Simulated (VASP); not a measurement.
# Li: single point with PBE

The system is Li.

```
CELL_PARAMETERS angstrom
1.71824 1.71824 1.71824
-1.71824 1.71824 1.71824
-1.71824 -1.71824 1.71824
ATOMIC_POSITIONS crystal
Li 0.00000 0.00000 0.00000
```

```yaml
Program: VASP 6.6.1
Task: single point
Functional: PBE
Potentials_or_basis: VASP PAW PBE potentials, release 64 (Li_sv)
Cutoff: 750 eV
k_mesh: 8 × 8 × 8
Occupations: methfessel-paxton, width 0.1 eV
Spin: no spin polarisation
Dipole_correction: no
Further_INCAR_settings: ALGO = Normal; EDIFF = 1e-06; NBANDS = 8
```

- Pressure: -0.1 GPa

Levels at points of the mesh, in eV from the Fermi level:
```csv
k point,band 1,band 2,band 3,band 4,band 5
"(0.00, 0.00, 0.00)",-46.57,-3.62,14.55,14.55,14.55
"(0.50, 0.00, 0.00)",-46.55,0.20,3.20,10.31,11.78
"(0.50, 0.50, 0.50)",-46.54,5.47,5.47,5.47,7.72
```

Wall time 6.7 s on 1 thread of AMD EPYC 7R43 64-Core Processor (Zen 3), on a shared host, peak memory 0.11 GiB.
